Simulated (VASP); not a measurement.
A run of VASP 6.6.1 is set up as follows.

Contents of POSCAR:

```
HgTe
1.0
   -3.1053358708      3.1053358708      1.5899944314
    3.1053358708     -3.1053358708      1.5899944314
    3.1053358708      3.1053358708     -1.5899944314
Hg Te
1 1
Direct
    0.2500000000      0.7500000000      0.5000000000
    0.0000000000      0.0000000000      0.0000000000
```

File INCAR.step1:

```
SYSTEM = HgTe
PREC = Accurate ; ENCUT = 520
ISMEAR = -1 ; SIGMA = 0.1
LREAL = .FALSE. ; LASPH = .TRUE.
NELM = 80 ; NBANDS = 16
GGA = PE ; ALGO = Normal
EDIFF = 1E-4 ; LWAVE = .TRUE.
LCHARG = .FALSE.
```

File INCAR.step2:

```
SYSTEM = HgTe
PREC = Accurate ; ENCUT = 520
EDIFF = 1E-7 ; ISMEAR = -1
SIGMA = 0.1 ; LREAL = .FALSE.
LASPH = .TRUE. ; NELM = 80
ALGO = Normal ; ISIF = 2
LWAVE = .FALSE. ; LCHARG = .FALSE.
METAGGA = R2SCAN ; LMIXTAU = .TRUE.
NBANDS = 16 ; ISTART = 1
```

Contents of KPOINTS:

```
Automatic mesh
0
G
  8 8 8
  0 0 0
```

Potentials or basis: VASP PAW PBE potentials, release 64 (Hg, Te).

The run is started by

```console
$ cat potpaw_PBE.64/Hg/POTCAR potpaw_PBE.64/Te/POTCAR > POTCAR
$ cp INCAR.step1 INCAR
$ mpirun -np 1 vasp_std > vasp.out
$ cp INCAR.step2 INCAR
$ mpirun -np 1 vasp_std > vasp.out
```

(1) What does it give for the band gap on the k mesh?

(2) What does it give for the pressure?

Results:

(1) zero (bands 9 and 10 overlap by 2.80 eV).

(2) -3.4 GPa.

Caveat: the cell stands under tension; the PAW data sets were made with another functional, which shifts forces and pressure a little; spin-orbit coupling is left out, which moves the levels of the heavy elements.
